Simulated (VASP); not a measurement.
Here is a VASP 6.6.1 calculation.

The input INCAR:

```
PREC = Accurate
ENCUT = 600
EDIFF = 1E-6
ISMEAR = 0
SIGMA = 0.05
LREAL = F
LASPH = T
NELM = 200
ALGO = Normal
ISIF = 2
LWAVE = F
LCHARG = F
ISPIN = 2
MAGMOM = 4.7 0
LORBIT = 11
LMAXMIX = 4
LDAU = T
LDAUTYPE = 2
LDAUL = 2 -1
LDAUU = 3.9 0
LDAUJ = 0 0
LDAUPRINT = 1
GGA = PE
NBANDS = 22
GGA_COMPAT = F
```

The input KPOINTS:

```
Automatic mesh
0
Gamma
  8 8 8
```

Contents of POSCAR:

```
MnO
1.0
    0.0000000000      2.2220003343      2.2220003343
    2.2220003343      0.0000000000      2.2220003343
    2.2220003343      2.2220003343      0.0000000000
Mn O
1 1
Direct
    0.0000000000      0.0000000000      0.0000000000
    0.5000000000      0.5000000000      0.5000000000
```

Potentials or basis: VASP PAW PBE potentials, release 64 (Mn_sv, O).

Command:

```sh
$ cat potpaw_PBE.64/Mn_sv/POTCAR potpaw_PBE.64/O/POTCAR > POTCAR
$ mpirun -np 1 vasp_std > vasp.out
```

**Question.** Predict the pressure.

**Answer.** 5.2 GPa.

**Question.** What does it give for the site moments?

**Answer.** Mn +4.49; O +0.17 μB.

Eigenvalues of the final occupation matrices:
```
    site  spin  trace               eigenvalues
site 1 d     1   4.62  0.91 0.91 0.91 0.94 0.94
site 1 d     2   0.15  0.01 0.01 0.01 0.05 0.05
```

Caveat: a cell with one magnetic atom can't hold antiferromagnetic order, which such compounds often take. The state reached can hang on the start; a lower one may exist.
